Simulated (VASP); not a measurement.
ZrTi3C4, 8 atoms in the cell. It takes space group P4/mmm (No. 123, tetragonal). The conventional cell has a = 3.398 Å, b = 3.398 Å, c = 9.611 Å, α = 90.00°, β = 90.00°, γ = 90.00°. Zr (site symmetry 4/mmm) has 6 C at 2.40 Å within 3.2 Å. Ti (site symmetry 4mm) has 6 C at 2.40 Å within 3.2 Å. Ti (site symmetry 4/mmm) has 6 C at 2.40 Å within 3.2 Å. C (site symmetry 4mm) has 5 Ti at 2.40 Å and 1 Zr at 2.40 Å within 3.2 Å. Within 3.2 Å of C (site symmetry 4/mmm) lie 6 Ti at 2.40 Å. Within 3.2 Å of C (site symmetry 4/mmm) lie 4 Zr at 2.40 Å and 2 Ti at 2.40 Å. 

- Program: VASP 6.6.1
- Task: relaxation of cell and atoms
- Functional: PBE
- Potentials or basis: VASP PAW PBE potentials, release 64 (Zr_sv, Ti_sv, C)
- Cutoff: 600 eV
- k mesh: 6 × 6 × 2
- Occupations: gaussian, width 0.1 eV
- Spin: no spin polarisation
- Dipole correction: no
- Further INCAR settings: ALGO = Normal; EDIFF = 1e-06; IBRION = 2; EDIFFG = -0.04; NSW = 90; ISIF = 3

Potentials or basis: VASP PAW PBE potentials, release 64 (Zr_sv, Ti_sv, C).

The run is started by

```sh
$ cat potpaw_PBE.64/Zr_sv/POTCAR potpaw_PBE.64/Ti_sv/POTCAR potpaw_PBE.64/C/POTCAR > POTCAR
$ mpirun -np 1 vasp_std > vasp.out
```

Hardware: 1 thread of AMD EPYC 9R45 96-Core Processor (Zen 5), on a shared host.

Q: Estimate the wall time of this run.

A: It took 9.3 min on 1 thread of AMD EPYC 9R45 96-Core Processor (Zen 5), with other jobs on the host, peak memory 0.28 GiB. Counts: scf iterations 131, k points 20, ion steps 11.
